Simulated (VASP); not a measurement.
A run of VASP 6.6.1 is set up as follows.

INCAR

```
ALGO = Normal ; EDIFF = 1E-6
ENCUT = 520 ; GGA = PE
ISIF = 2 ; ISMEAR = -1
LASPH = T ; LCHARG = F
LREAL = F ; LWAVE = F
NBANDS = 38 ; NELM = 60
PREC = Accurate ; SIGMA = 0.0264
```

The input KPOINTS:

```
k-points
0
Gamma
  9 9 9
```

The input POSCAR:

```
Ni2Sn2Au
1.0
    0.0000000000      4.2343980000      0.0000000000
    4.2343980000      0.0000000000      0.0000000000
    2.1171990000      2.1171990000     -4.8574140000
Sn Au Ni
2 1 2
Direct
    0.3800000000      0.3800000000      0.2400000000
    0.6200000000      0.6200000000      0.7600000000
    0.0000000000      0.0000000000      0.0000000000
    0.7500000000      0.2500000000      0.5000000000
    0.2500000000      0.7500000000      0.5000000000
```

Potentials or basis: VASP PAW PBE potentials, release 64 (Sn_d, Au, Ni).

Run with:

```sh
$ cat potpaw_PBE.64/Sn_d/POTCAR potpaw_PBE.64/Au/POTCAR potpaw_PBE.64/Ni/POTCAR > POTCAR
$ mpirun -np 1 vasp_std > vasp.out
```

What does it give for the pressure?

15.3 GPa.

What does it give for the largest force?

5.217 eV/Å.

What does it give for the band gap on the k mesh?

Zero (an odd number of electrons rules out a gap without spin polarisation).

Stress tensor (GPa, compression positive):
```
 5.88  0.00  0.00
 0.00  5.88  0.00
 0.00  0.00 34.11
```

Caveat: the cell stands under pressure; spin-orbit coupling is left out, which moves the levels of the heavy elements; forces of over 1 eV/Å act on the atoms, so gaps and moduli don't describe the material at rest. Spin polarisation is off, so any magnetic state and its effect on volume and gap are missing.
